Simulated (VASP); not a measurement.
Wanted: the native input for a VASP 6.6.1 run.

- Task: single point
- Functional: revPBE
- Potentials or basis: VASP PAW PBE potentials, release 64 (Al)
- Cutoff: 520 eV
- k mesh: 11 × 11 × 15
- Occupations: fermi-dirac, width 0.1 eV
- Spin: no spin polarisation
- Dipole correction: no
- Further INCAR settings: ALGO = Normal; EDIFF = 1e-06; NBANDS = 12

The structure of Al lies in POSCAR:

```
Al
1.0
    4.6050276972      0.0000000000      0.0000000000
   -2.3025138486      3.9880709709      0.0000000000
    0.0000000000      0.0000000000      2.8502826887
Al
3
Direct
    0.0000000000      0.0000000000      0.0000000000
    0.3333333333      0.6666666667      0.5000000000
    0.6666666667      0.3333333333      0.5000000000
```

This isn't the form of Al at room conditions, which is fcc.

These files were run (other wordings do the same):

INCAR

```
PREC = Accurate
ENCUT = 520
EDIFF = 1E-6
ISMEAR = -1
SIGMA = 0.1
LREAL = F
LASPH = T
NELM = 60
ALGO = Normal
ISIF = 2
LWAVE = F
LCHARG = T
GGA = RE
LELF = T
LVHAR = T
NBANDS = 12
```

KPOINTS

```
regular mesh
0
Gamma
  11 11 15
```

Potentials or basis: VASP PAW PBE potentials, release 64 (Al).

Command:

```bash
$ cat potpaw_PBE.64/Al/POTCAR > POTCAR
$ mpirun -np 1 vasp_std > vasp.out
```

Results of the run:

```json
{"Pressure": "-0.2 GPa", "Band gap on the k mesh": "zero (an odd number of electrons rules out a gap without spin polarisation)"}
```

Caveat: the PAW data sets were made with another functional, which shifts forces and pressure a little.

Run time: 76 s on 1 thread of Intel Xeon 8259CL, with other jobs on the host, peak memory 0.21 GiB.
